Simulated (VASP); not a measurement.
# Br (Fd-3m) in VASP: further runs, part 2 of 2

VASP 6.6.1. The steps go on from the part before.

**4. Relaxation of cell and atoms, PBE, target pressure 30 GPa, at which the enthalpy is minimised**

INCAR

```
SYSTEM = Br
PREC     = Accurate       ! precision mode
ENCUT    = 600            ! plane-wave cutoff, eV
EDIFF    = 1E-7           ! SCF threshold, eV
ISMEAR   = 0              ! smearing method
SIGMA    = 0.02           ! smearing width, eV
LREAL    = .FALSE.        ! projectors in reciprocal space
LASPH    = .TRUE.         ! aspherical terms in the spheres
NELM     = 60             ! most SCF steps
ALGO     = Normal         ! electronic algorithm
ISIF     = 3              ! what is computed and relaxed
LWAVE    = .FALSE.        ! write WAVECAR
LCHARG   = .FALSE.        ! write CHGCAR
GGA      = PE             ! functional
IBRION   = 2              ! ionic algorithm
NSW      = 80             ! ionic steps
EDIFFG   = -0.03          ! ionic threshold
PSTRESS  = 300.0
```

KPOINTS

```
regular mesh
0
G
  12 12 12
  0 0 0
```

POSCAR

```
Br
1.0
    0.0000000000      3.2400000000      3.2400000000
    3.2400000000      0.0000000000      3.2400000000
    3.2400000000      3.2400000000      0.0000000000
Br
2
Direct
    0.0000000000      0.0000000000      0.0000000000
    0.2500000000      0.2500000000      0.2500000000
```

Potentials or basis: VASP PAW PBE potentials, release 64 (Br).

Run with:

```
> cat potpaw_PBE.64/Br/POTCAR > POTCAR
> mpirun -np 1 vasp_std > vasp.out
```

OUTCAR:

```text
SYSTEM = Br
   PREC = Accurate
   ENCUT = 600
   EDIFF = 1E-7
   ISMEAR = 0
   LREAL = .FALSE.
   LASPH = .TRUE.
   NELM = 60
   ISIF = 3
   GGA = PE
   IBRION = 2
   NSW = 80
   EDIFFG = -0.03
   PSTRESS = 300.0

 ion  position               nearest neighbor table
   1  0.000  0.000  0.000-
   2  0.250  0.250  0.250-

  LATTYP: Found a face centered cubic cell.
 ALAT       =     6.4800000000

  Lattice vectors:

 A1 = (   0.0000000000,   3.2400000000,   3.2400000000)
 A2 = (   3.2400000000,   0.0000000000,   3.2400000000)
 A3 = (   3.2400000000,   3.2400000000,   0.0000000000)

Analysis of symmetry for initial positions (statically):
=====================================================================
 Subroutine PRICEL returns:
 Original cell was already a primitive cell.

 Routine SETGRP: Setting up the symmetry group for a
 face centered cubic supercell.

 Subroutine GETGRP returns: Found 48 space group operations
 (whereof 24 operations were pure point group operations)
 out of a pool of 48 trial point group operations.

The static configuration has the point symmetry T_d .
 The point group associated with its full space group is O_h .

Analysis of symmetry for dynamics (positions and initial velocities):
=====================================================================
 Subroutine PRICEL returns:
 Original cell was already a primitive cell.

 Routine SETGRP: Setting up the symmetry group for a
 face centered cubic supercell.

 Subroutine GETGRP returns: Found 48 space group operations
 (whereof 24 operations were pure point group operations)
 out of a pool of 48 trial point group operations.

The dynamic configuration has the point symmetry T_d .
 The point group associated with its full space group is O_h .

 Subroutine INISYM returns: Found 48 space group operations
 (whereof 24 operations are pure point group operations),
 and found     1 'primitive' translations

----------------------------------------------------------------------------------------

                                     Primitive cell

  volume of cell :      68.0244

  direct lattice vectors                    reciprocal lattice vectors
     0.000000000  3.240000000  3.240000000    -0.154320988  0.154320988  0.154320988
     3.240000000  0.000000000  3.240000000     0.154320988 -0.154320988  0.154320988
     3.240000000  3.240000000  0.000000000     0.154320988  0.154320988 -0.154320988

  length of vectors
     4.582051942  4.582051942  4.582051942     0.267291791  0.267291791  0.267291791

  position of ions in fractional coordinates (direct lattice)
     0.000000000  0.000000000  0.000000000
     0.250000000  0.250000000  0.250000000

  ion indices of the primitive-cell ions
   primitive index   ion index
                 1           1
                 2           2

----------------------------------------------------------------------------------------

 KPOINTS: regular mesh

Automatic generation of k-mesh.
 Grid dimensions read from file:
 generate k-points for:   12   12   12

 Generating k-lattice:

  Cartesian coordinates                     Fractional coordinates (reciprocal lattice)
    -0.012860082  0.012860082  0.012860082     0.083333333  0.000000000  0.000000000
[... 40 lines left out ...]
 [... further k-points ...]
   k-points           NKPTS =     72   k-points in BZ     NKDIM =     72   number of bands    NBANDS=     11
   number of dos      NEDOS =    301   number of ions     NIONS =      2
   total plane-waves  NPLWV =  64000
   dimension x,y,z NGX =    40 NGY =   40 NGZ =   40
   dimension x,y,z NGXF=    80 NGYF=   80 NGZF=   80
   ions per type =               2
   NGX,Y,Z   is equivalent  to a cutoff of  14.51, 14.51, 14.51 a.u.
   NGXF,Y,Z  is equivalent  to a cutoff of  29.03, 29.03, 29.03 a.u.
 SYSTEM =  Br
   PREC   = accura    normal or accurate (medium, high low for compatibility)
   ISTART =      0    job   : 0-new  1-cont  2-samecut
   ICHARG =      2    charge: 1-file 2-atom 10-const
   ISPIN  =      1    spin polarized calculation?
   LNONCOLLINEAR =      F non collinear calculations
   LSORBIT =      F    spin-orbit coupling
   LASPH  =      T    aspherical Exc in radial PAW
   ENCUT  =  600.0 eV  44.10 Ry    6.64 a.u.   9.15  9.15  9.15*2*pi/ulx,y,z
   NELM   =     60;   NELMIN=  2; NELMDL= -5     # of ELM steps
   EDIFF  = 0.1E-06   stopping-criterion for ELM
   LREAL  =      F    real-space projection
   EDIFFG = -.3E-01   stopping-criterion for IOM
   NSW    =     80    number of steps for IOM
   IBRION =      2    ionic relax: 0-MD 1-quasi-New 2-CG
   NFREE  =      1    steps in history (QN), initial steepest desc. (CG)
   ISIF   =      3    stress and relaxation
   ISYM   =      2    0-nonsym 1-usesym 2-fastsym
   POTIM  = 0.5000    time-step for ionic-motion
   TEBEG  =    0.0;   TEEND  =   0.0 temperature during run
   PSTRESS=  300.0 pullay stress
   NELECT =      14.0000    total number of electrons
   NUPDOWN=      -1.0000    fix difference up-down
   EMIN   =  10.00;   EMAX   =-10.00  energy-range for DOS
   EFERMI =   0.00;   METHOD = LEGACY
   ISMEAR =     0;   SIGMA  =   0.02  broadening in eV -4-tet -1-fermi 0-gaus
   EFERMI_NEDOS =   21; number of points for ismear=-14 and -15
   IALGO  =     38    algorithm
   IMIX   =      4    mixing-type and parameters
     AMIX     =   0.40;   BMIX     =  1.00
     AMIX_MAG =   1.60;   BMIX_MAG =  1.00
  volume/ion in A,a.u.               =      34.01       229.53
  Fermi-wavevector in a.u.,A,eV,Ry     =   0.966561  1.826535 12.711103  0.934240
  Thomas-Fermi vector in A             =   2.096373
   LORBIT       =      0    0 simple, 1 ext, 2 COOP (PROOUT), +10 PAW based schemes
   GGA     = PE    functional components
   LHFCALC =     F    Hartree Fock is set to
   AEXX    =    0.0000 exact exchange contribution
   IVDW    =     0    specifies the selected vdW correction
   LEPSILON=     F    determine dielectric tensor
   LRPA    =     F    only Hartree local field effects (RPA)
 conjugate gradient relaxation of ions
 non-spin polarized calculation
 Gauss-broadening in eV      SIGMA  =   0.02
  energy-cutoff  :      600.00
  volume of cell :       68.02
 maximum number of plane-waves:      2286
 NGX is ok and might be reduce to    40
   NGX = 19   NGY = 19   NGZ = 19

--------------------------------------- Ionic step        1  -------------------------------------------

 number of electron      14.0000001 magnetization

 Free energy of the ion-electron system (eV)
  ---------------------------------------------------
  ext. energy  EPLUGINS =         0.00000000
  ---------------------------------------------------
  free energy    TOTEN  =        -1.72901068 eV

  energy without entropy =       -1.72820922  energy(sigma->0) =       -1.72860995

------------------------ aborting loop because EDIFF is reached ----------------------------------------

  FORCE on cell =-STRESS in cart. coord.  units (eV):
  Direction    XX          YY          ZZ          XY          YZ          ZX
  --------------------------------------------------------------------------------------
  -------------------------------------------------------------------------------------
  Total        2.6677095      2.6677095      2.6677095      0.0000000      0.0000000      0.0000000
  in kB       62.8324650     62.8324650     62.8324650      0.0000000      0.0000000      0.0000000
  external PRESSURE =    -237.1675350 kB  Pullay stress =     300.0000000 kB
[... 25 lines left out ...]
--------------------------------------- Ionic step        2  -------------------------------------------

 number of electron      14.0000000 magnetization

 E-fermi :  11.3242     XC(G=0): -11.8207

 val. band max:       11.2914306069   @ k =   0.3333   0.2500   0.0000
 cond. band min:      11.3276026476   @ k =   0.5000   0.3333   0.0833
 fundamental gap:      0.0361720406
 Fermi energy:        11.3242016947

 k-point     1 :       0.0000    0.0000    0.0000
  band No.  band energies     occupation
      1     -13.8051      2.00000
      2       0.8762      2.00000
      3       2.6047      2.00000
      4       2.6047      2.00000
      5       2.6047      2.00000
      6       7.1951      2.00000
      7       7.1951      2.00000
      8       7.1951      2.00000
      9      15.0083      0.00000
     10      17.2985      0.00000
     11      17.2985      0.00000
[... 435 lines left out ...]
--------------------------------------- Ionic step        5  -------------------------------------------

 number of electron      13.9999999 magnetization

 Free energy of the ion-electron system (eV)
  ---------------------------------------------------
  ext. energy  EPLUGINS =         0.00000000
  ---------------------------------------------------
  free energy    TOTEN  =         0.06344439 eV

  energy without entropy =        0.06427598  energy(sigma->0) =        0.06386019

 E-fermi :   4.1468     XC(G=0):  -9.1209

 val. band max:        4.1371120079   @ k =   0.4167   0.2500   0.0000
 cond. band min:       4.1495625560   @ k =  -0.3333   0.3333   0.0833
 fundamental gap:      0.0124505482
 Fermi energy:         4.1468169290

 k-point     1 :       0.0000    0.0000    0.0000
  band No.  band energies     occupation
      1     -14.9158      2.00000
      2      -8.7275      2.00000
      3      -1.3755      2.00000
      4      -1.3755      2.00000
      5      -1.3755      2.00000
      6       1.8203      2.00000
      7       1.8203      2.00000
      8       1.8203      2.00000
      9       8.4281      0.00000
     10      11.6615      0.00000
     11      11.6615      0.00000
[... 355 lines left out ...]
  energy  without entropy=        0.0642759820  energy(sigma->0) =        0.06386019

  enthalpy is  TOTEN    =         9.3429709308 eV   P V=        9.2795265404

 reached required accuracy - stopping structural energy minimisation
```

It took 2.7 min on 1 thread of Intel Xeon Platinum 8488C (Sapphire Rapids), shared host; peak memory 0.27 GiB.

Results:

| Item | Value |
| --- | --- |
| Free energy | 0.0634 eV |
| Relaxed volume | 24.78 Å³/atom |
| Relaxed cell | a = 4.123 Å, b = 4.123 Å, c = 4.123 Å, α = 60.00°, β = 60.00°, γ = 60.00° |
| Space group after relaxing (to 0.1 Å) | Fd-3m (No. 227) |
| Energy change on relaxing (the run minimises the enthalpy) | +896.2 meV/atom |
| Ionic steps | 5 |
| Pressure after relaxing | 30.0 GPa |
| Band gap on the k mesh | zero (bands 7 and 8 overlap by 3.39 eV) |

The path:
```csv
step,energy change (eV),largest force (eV/Å),pressure (GPa),volume (Å³)
1,0.0000,0.0000,6.28,68.02
2,11.2744,0.0000,161.55,29.52
3,1.3838,0.0000,24.81,51.95
4,1.6689,0.0000,28.44,50.24
5,1.7925,0.0000,30.02,49.56
```

Final structure:
```
Br
1.0
     0.00000    2.91538    2.91538
     2.91538    0.00000    2.91538
     2.91538    2.91538    0.00000
Br
2
Cartesian
  0.0000 0.0000 0.0000
  1.4577 1.4577 1.4577
```

Caveat: the cell is relaxed towards a set pressure, so the run minimises the enthalpy, not the energy; the volume moved by over 15 % at a fixed basis, so the end points are rough.

**5. Relaxation of cell and atoms, PBE, target pressure 45 GPa, at which the enthalpy is minimised**

INCAR

```
SYSTEM = Br
  PREC = Accurate
  ENCUT = 600
  EDIFF = 1E-7
  ISMEAR = 0
  SIGMA = 0.02
  LREAL = .FALSE.
  LASPH = .TRUE.
  NELM = 80
  ALGO = Normal
  ISIF = 3
  LWAVE = .FALSE.
  LCHARG = .FALSE.
  GGA = PE
  IBRION = 2
  NSW = 80
  EDIFFG = -0.03
  PSTRESS = 450.0
```

KPOINTS

```
Automatic mesh
0
G
  12 12 12
  0 0 0
```

POSCAR is that of step 4.

Run with:

```
> cat potpaw_PBE.64/Br/POTCAR > POTCAR
> mpirun -np 1 vasp_std > vasp.out
```

Wall time 5.5 min (1 thread of Intel Xeon Platinum 8488C (Sapphire Rapids), shared host); peak memory 0.29 GiB.

It converged, with:

- Free energy: 1.2554 eV
- Relaxed volume: 22.21 Å³/atom
- Relaxed cell: a = 3.975 Å, b = 3.975 Å, c = 3.975 Å, α = 60.00°, β = 60.00°, γ = 60.00°
- Space group after relaxing (to 0.1 Å): Fd-3m (No. 227)
- Energy change on relaxing (the run minimises the enthalpy): +1492.2 meV/atom
- Ionic steps: 16
- Pressure after relaxing: 45.2 GPa
- Band gap on the k mesh: zero (bands 7 and 8 overlap by 4.07 eV)

The path:
```csv
step,energy change (eV),largest force (eV/Å),pressure (GPa),volume (Å³)
1,0.0000,0.0000,6.28,68.02
2,52.6604,0.0000,1158.87,14.95
3,1.7395,0.0000,29.34,49.84
4,2.1756,0.0000,34.92,47.66
5,2.9880,0.0000,45.22,44.40
6,2.8745,0.0000,43.79,44.81
7,2.8799,0.0000,43.86,44.79
8,2.8959,0.0000,44.06,44.73
9,2.8961,0.0000,44.06,44.73
10,2.8968,0.0000,44.07,44.72
11,2.8982,0.0000,44.09,44.72
12,2.9010,0.0000,44.13,44.71
13,2.9065,0.0000,44.20,44.69
14,2.9175,0.0000,44.34,44.65
15,2.9397,0.0000,44.62,44.57
16,2.9844,0.0000,45.18,44.41
```

Final structure:
```
CELL_PARAMETERS angstrom
0.00000 2.81072 2.81072
2.81072 0.00000 2.81072
2.81072 2.81072 0.00000
ATOMIC_POSITIONS crystal
Br 0.00000 0.00000 0.00000
Br 0.25000 0.25000 0.25000
```

Levels at points of the mesh, in eV from the Fermi level:
```tsv
k point	band 3	band 4	band 5	band 6	band 7	band 8	band 9	band 10	band 11
(0.00, 0.00, 0.00)	-6.22	-6.22	-6.22	-2.72	-2.72	-2.72	4.07	7.13	7.13
(0.50, 0.00, 0.00)	-7.12	-7.12	-6.69	-1.31	-1.31	0.95	6.68	6.87	7.90
(0.50, 0.50, 0.00)	-8.13	-8.13	-4.00	-4.00	1.35	1.35	5.97	5.97	9.79
```

Caveat: the cell is relaxed towards a set pressure, so the run minimises the enthalpy, not the energy; the volume moved by over 15 % at a fixed basis, so the end points are rough.

**6. Summary**

```csv
cell,gap on the mesh (eV),pressure (GPa)
relaxed,none,0.0
relaxed to 15 GPa,none,14.8
relaxed to 30 GPa,none,30.0
relaxed to 45 GPa,none,45.2
```

Alike in all rows: task relaxation of cell and atoms; level PBE; potentials or basis VASP PAW PBE potentials, release 64 (Br); no spin polarisation; k mesh 12 × 12 × 12; cutoff (eV) 600; smearing gaussian 0.02 eV.

Caveats: the volume moved by over 15 % at a fixed basis, so the end points are rough (at least some runs); the cell is relaxed towards a set pressure, so the run minimises the enthalpy, not the energy (at least some runs).

Total energies depend on the potentials used, so only differences within one code and one set of settings carry meaning.
